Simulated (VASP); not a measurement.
Input of a VASP 6.6.1 run:

File POSCAR:

```
CdS
1.0
    0.0000000000      2.7267765442      2.6826027642
    2.7267765442      0.0000000000      2.6826027642
    2.7267765442      2.7267765442      0.0000000000
Cd S
1 1
Direct
    0.0000000000      0.0000000000      0.0000000000
    0.5000000000      0.5000000000      0.5000000000
```

INCAR.step1

```
SYSTEM = CdS
PREC = Accurate
ENCUT = 520
EDIFF = 1E-5
ISMEAR = 0
SIGMA = 0.01
LREAL = .FALSE.
LASPH = .TRUE.
NELM = 80
ALGO = Normal
ISIF = 2
LWAVE = .TRUE.
NBANDS = 16
GGA = PE
```

Contents of INCAR.step2:

```
SYSTEM = CdS
PREC = Accurate
ENCUT = 520
EDIFF = 1E-6
ISMEAR = 0
SIGMA = 0.01
LREAL = .FALSE.
LASPH = .TRUE.
NELM = 80
ALGO = Normal
ISIF = 2
LWAVE = .FALSE.
LCHARG = .TRUE.
GGA = PE
LHFCALC = .TRUE.
HFSCREEN = 0.2079
PRECFOCK = Normal
LELF = .TRUE.
LVHAR = .TRUE.
NBANDS = 16
ISTART = 1
```

KPOINTS

```
Automatic mesh
0
G
  6 6 6
  0 0 0
```

Potentials or basis: VASP PAW PBE potentials, release 64 (Cd, S).

Command:

```console
$ cat potpaw_PBE.64/Cd/POTCAR potpaw_PBE.64/S/POTCAR > POTCAR
$ cp INCAR.step1 INCAR
$ mpirun -np 1 vasp_std > vasp.out
$ cp INCAR.step2 INCAR
$ mpirun -np 1 vasp_std > vasp.out
```

Task: Predict the pressure.

Result: 1.8 GPa.

Task: What does it give for the band gap on the k mesh?

Result: 1.13 eV (least direct gap 2.84 eV).

Stress tensor (GPa, compression positive):
```
1.34 0.00 0.00
0.00 1.34 0.00
0.00 0.00 2.84
```

Caveat: the cell differs from its parent crystal (uniaxial z strain -1.6%); the structure was generated, so it needn't be the stable form of CdS; the PAW data sets were made with another functional, which shifts forces and pressure a little. A k mesh can miss the band edges.
